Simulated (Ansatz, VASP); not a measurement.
Ag: VASP beside Ansatz

Contents of POSCAR:

```
Ag
1.0
    0.0000000000      2.0724123556      2.0724123556
    2.0724123556      0.0000000000      2.0724123556
    2.0724123556      2.0724123556      0.0000000000
Ag
1
Direct
    0.0000000000      0.0000000000      0.0000000000
```

Contents of INCAR.step1:

```
SYSTEM = Ag
PREC     = Accurate       ! precision mode
ENCUT    = 520            ! plane-wave cutoff, eV
ISMEAR   = 0              ! smearing method
SIGMA    = 0.1            ! smearing width, eV
LREAL    = .False.        ! projectors in reciprocal space
LASPH    = .True.         ! aspherical terms in the spheres
NELM     = 100            ! most SCF steps
NBANDS   = 12             ! bands
GGA      = PE             ! functional
ALGO     = Normal         ! electronic algorithm
EDIFF    = 1E-4           ! SCF threshold, eV
LWAVE    = .True.         ! write WAVECAR
LCHARG   = .False.        ! write CHGCAR
```

File INCAR.step2:

```
SYSTEM = Ag
PREC     = Accurate       ! precision mode
ENCUT    = 520            ! plane-wave cutoff, eV
EDIFF    = 1E-6           ! SCF threshold, eV
ISMEAR   = 0              ! smearing method
SIGMA    = 0.1            ! smearing width, eV
LREAL    = .False.        ! projectors in reciprocal space
LASPH    = .True.         ! aspherical terms in the spheres
NELM     = 100            ! most SCF steps
ALGO     = Normal         ! electronic algorithm
ISIF     = 2              ! what is computed and relaxed
LWAVE    = .False.        ! write WAVECAR
LCHARG   = .False.        ! write CHGCAR
METAGGA  = R2SCAN         ! meta-GGA
LMIXTAU  = .True.       
NBANDS   = 12             ! bands
ISTART   = 1
```

The input KPOINTS:

```
Automatic mesh
0
Gamma
  18 18 18
  0 0 0
```

Input for Ansatz:

```yaml
crystal:
  lattice:
    - [0.0, 2.0724123576, 2.0724123576]
    - [2.0724123576, 0.0, 2.0724123576]
    - [2.0724123576, 2.0724123576, 0.0]
  atoms:
    - { symbol: Ag, position: [0.0, 0.0, 0.0] }
basis:
  ecutwfc: 500
kpoints:
  mp_grid: { grid: [18, 18, 18] }
hamiltonian:
  xc: r2scan
scf:
  occupations: { method: gaussian, width: 0.1 }
output:
  forces: true
  stress: true
  eigenvalues: true
```

Alike in both runs: task single point; functional r2SCAN; k mesh 18 × 18 × 18; occupations gaussian, width 0.1 eV; no spin polarisation.

|  | VASP | Ansatz |
| --- | --- | --- |
| version | VASP 6.6.1 | Ansatz 0.2.0 |
| potentials or method | VASP PAW PBE potentials, release 64 (Ag), cutoff 520 eV | scalar-relativistic, plane waves, PAW |
| valence electrons in the cell | 11 | 19 |

Ansatz gave:

- gap on the k mesh at the Fermi level (eV): none
- pressure (GPa): -2.8

Question: What did VASP give for the same quantities?

Answer: gap on the k mesh at the Fermi level (eV): none; pressure (GPa): -2.7.

VASP's potentials were made for PBE, not for r2SCAN. A gap of «none» marks a metal or a gap that the smearing closes. With one functional, cell and mesh, what is left measures potentials, basis and numerics. VASP's potentials hold 11 valence electrons a cell and Ansatz's 19, so a difference there can come from the potentials and not from the codes.
